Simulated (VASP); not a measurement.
A run of VASP 6.6.1 is set up as follows.

INCAR

```
SYSTEM = BN
PREC = Accurate
ENCUT = 520
EDIFF = 1E-6
ISMEAR = 0
SIGMA = 0.02
LREAL = .False.
LASPH = .True.
NELM = 80
ALGO = Normal
ISIF = 2
LWAVE = .False.
LCHARG = .True.
GGA = PE
LELF = .True.
LVHAR = .True.
NBANDS = 11
```

File KPOINTS:

```
Automatic mesh
0
Gamma
  12 12 12
  0 0 0
```

POSCAR

```
BN
1.0
    0.0000000000      1.7829051834      1.7829051834
    1.7829051834      0.0000000000      1.7829051834
    1.7829051834      1.7829051834      0.0000000000
B N
1 1
Direct
    0.0000000000      0.0000000000      0.0000000000
    0.7500000000      0.7500000000      0.7500000000
```

Potentials or basis: VASP PAW PBE potentials, release 64 (B, N).

Command:

```console
$ cat potpaw_PBE.64/B/POTCAR potpaw_PBE.64/N/POTCAR > POTCAR
$ mpirun -np 1 vasp_std > vasp.out
```

(1) Estimate the band gap on the k mesh.

(2) Predict the pressure.

Answers

(1) 4.50 eV, indirect (least direct gap 9.02 eV).

(2) 20.4 GPa.

Caveat: the cell differs from its parent crystal (strained).
